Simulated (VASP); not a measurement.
Write the native input for VASP 6.6.1 that does the following.

* Task: single point
* Functional: PBEsol
* Potentials or basis: VASP PAW PBE potentials, release 64 (Mg, Se)
* Cutoff: 600 eV
* k mesh: 8 × 8 × 8
* Occupations: gaussian, width 0.02 eV
* Spin: no spin polarisation
* Dipole correction: no
* Further INCAR settings: ALGO = Normal; EDIFF = 1e-06; NBANDS = 11

The structure of MgSe (f.balt) lies in POSCAR:

```
MgSe
1.0
    0.0000000000      2.7246416205      2.7246416205
    2.7246416205      0.0000000000      2.7246416205
    2.7246416205      2.7246416205      0.0000000000
Mg Se
1 1
Direct
    0.0000000000      0.0000000000      0.0000000000
    0.5000000000      0.5000000000      0.5000000000
```

The input as run:

INCAR

```
PREC     = Accurate       # precision mode
ENCUT    = 600            # plane-wave cutoff, eV
EDIFF    = 1E-6           # SCF threshold, eV
ISMEAR   = 0              # smearing method
SIGMA    = 0.02           # smearing width, eV
LREAL    = F              # projectors in reciprocal space
LASPH    = T              # aspherical terms in the spheres
NELM     = 120            # most SCF steps
ALGO     = Normal         # electronic algorithm
ISIF     = 2              # what is computed and relaxed
LWAVE    = F              # write WAVECAR
LCHARG   = T              # write CHGCAR
GGA      = PS             # functional
LELF     = T              # ELF
LVHAR    = T            
NBANDS   = 11             # bands
GGA_COMPAT= F
```

KPOINTS

```
Automatic mesh
0
Gamma
  8 8 8
```

Potentials or basis: VASP PAW PBE potentials, release 64 (Mg, Se).

The run is started by

```console
$ cat potpaw_PBE.64/Mg/POTCAR potpaw_PBE.64/Se/POTCAR > POTCAR
$ mpirun -np 1 vasp_std > vasp.out
```

It gave:

```yaml
Pressure: 0.0 GPa
Band_gap_on_the_k_mesh: 1.76 eV, indirect (least direct gap 2.51 eV)
```

Caveat: the PAW data sets were made with another functional, which shifts forces and pressure a little.

Run time: 30 s on 1 thread of AMD EPYC 7R13, with other jobs on the host, peak memory 0.15 GiB.
